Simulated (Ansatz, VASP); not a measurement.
**As in VASP and in Ansatz**

```xyz
1
Lattice="0.0000 2.1256 2.1256 2.1256 0.0000 2.1256 2.1256 2.1256 0.0000" Properties=species:S:1:pos:R:3 pbc="T T T"
As    0.0000    0.0000    0.0000
```

Alike in both runs: task relaxation of cell and atoms; functional r2SCAN; k mesh 16 × 16 × 16; occupations gaussian, width 0.1 eV; no spin polarisation.

|  | VASP | Ansatz |
| --- | --- | --- |
| version | VASP 6.6.1 | Ansatz 0.2.0 |
| potentials or method | VASP PAW PBE potentials, release 64 (As), cutoff 550 eV | scalar-relativistic, plane waves, PAW |
| valence electrons in the cell | 5 | 15 |

Ansatz gave:

| Quantity | Value |
| --- | --- |
| gap on the k mesh at the Fermi level, each at its own relaxed structure (eV) | none |
| relaxed volume (Å³/atom) | 19.08 |
| relaxed cell length with the largest relative difference (Å) | 2.999 |

What did VASP give for the same quantities?

gap on the k mesh at the Fermi level, each at its own relaxed structure (eV): none; relaxed volume (Å³/atom): 19.05; relaxed cell length with the largest relative difference (Å): 2.998.

VASP's potentials were made for PBE, not for r2SCAN. A gap of «none» marks a metal or a gap that the smearing closes. VASP's potentials hold 5 valence electrons a cell and Ansatz's 15, so a difference there can come from the potentials and not from the codes.
